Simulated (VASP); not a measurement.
Wanted: the native input for a VASP 6.6.1 run.

- Task: single point
- Functional: PBEsol
- Potentials or basis: VASP PAW PBE potentials, release 64 (W_sv, S)
- Cutoff: 520 eV
- k mesh: 12 × 12 × 2
- Occupations: gaussian, width 0.05 eV
- Spin: no spin polarisation
- Dipole correction: no
- Further INCAR settings: ALGO = Normal; EDIFF = 1e-07; NBANDS = 20

The structure of WS2 lies in POSCAR:

```
WS2
1.0
    3.1457762248      0.0000000000      0.0000000000
   -1.5728881124      2.7243221253      0.0000000000
    0.0000000000      0.0000000000     16.9534210846
W S
1 2
Direct
    0.2514028308      0.6299602878      0.0000000000
    0.6666666667      0.3333333333      0.9075761491
    0.6666666667      0.3333333333      0.0924238509
```

This cell differs from its parent crystal: atom 1 (W) moved by (-0.200, -0.100) A along x and y.

One way to write it, as run:

INCAR

```
PREC = Accurate ; ENCUT = 520
EDIFF = 1E-7 ; ISMEAR = 0
SIGMA = 0.05 ; LREAL = F
LASPH = T ; NELM = 100
ALGO = Normal ; ISIF = 2
LWAVE = F ; LCHARG = T
GGA = PS ; LELF = T
LVHAR = T ; NBANDS = 20
```

KPOINTS

```
Automatic mesh
0
Gamma
  12 12 2
```

Potentials or basis: VASP PAW PBE potentials, release 64 (W_sv, S).

Run with:

```console
$ cat potpaw_PBE.64/W_sv/POTCAR potpaw_PBE.64/S/POTCAR > POTCAR
$ mpirun -np 1 vasp_std > vasp.out
```

Results of the run:

* Largest force: 5.040 eV/Å
* Band gap on the k mesh: 1.62 eV (least direct gap 1.88 eV)

Caveat: the cell differs from its parent crystal (atom 1 (W) moved by (-0.200, -0.100) A along x and y); there is no dipole correction, which matters where the two faces differ; the PAW data sets were made with another functional, which shifts forces and pressure a little; spin-orbit coupling is left out, which moves the levels of the heavy elements.

Run time: 16 min on 1 thread of Intel Xeon 8259CL (shared host), peak memory 0.53 GiB.
